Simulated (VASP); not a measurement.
Here is a VASP 6.6.1 calculation.

The input INCAR:

```
SYSTEM = GaAs
PREC = Accurate ; ENCUT = 520
EDIFF = 1E-6 ; ISMEAR = 0
SIGMA = 0.1 ; LREAL = .FALSE.
LASPH = .TRUE. ; NELM = 100
ALGO = Normal ; ISIF = 2
LWAVE = .FALSE. ; LCHARG = .TRUE.
GGA = PE ; LELF = .TRUE.
LVHAR = .TRUE. ; NBANDS = 66
```

KPOINTS

```
regular mesh
0
G
  6 6 6
  0 0 0
```

POSCAR

```
GaAs
1.0
    7.0847271589      0.0000000000      0.0000000000
    0.0000000000      7.0847271589      0.0000000000
    0.0000000000      0.0000000000      7.0847271589
Ga As
6 6
Direct
    0.5000000000      0.0000000000      0.7500000000
    0.7500000000      0.5000000000      0.0000000000
    0.0000000000      0.7500000000      0.5000000000
    0.5000000000      0.0000000000      0.2500000000
    0.2500000000      0.5000000000      0.0000000000
    0.0000000000      0.2500000000      0.5000000000
    0.0000000000      0.5000000000      0.7500000000
    0.7500000000      0.0000000000      0.5000000000
    0.5000000000      0.7500000000      0.0000000000
    0.0000000000      0.5000000000      0.2500000000
    0.2500000000      0.0000000000      0.5000000000
    0.5000000000      0.2500000000      0.0000000000
```

Potentials or basis: VASP PAW PBE potentials, release 64 (Ga_d, As).

The run is started by

```sh
$ cat potpaw_PBE.64/Ga_d/POTCAR potpaw_PBE.64/As/POTCAR > POTCAR
$ mpirun -np 1 vasp_std > vasp.out
```

Predict the pressure.

0.2 GPa.
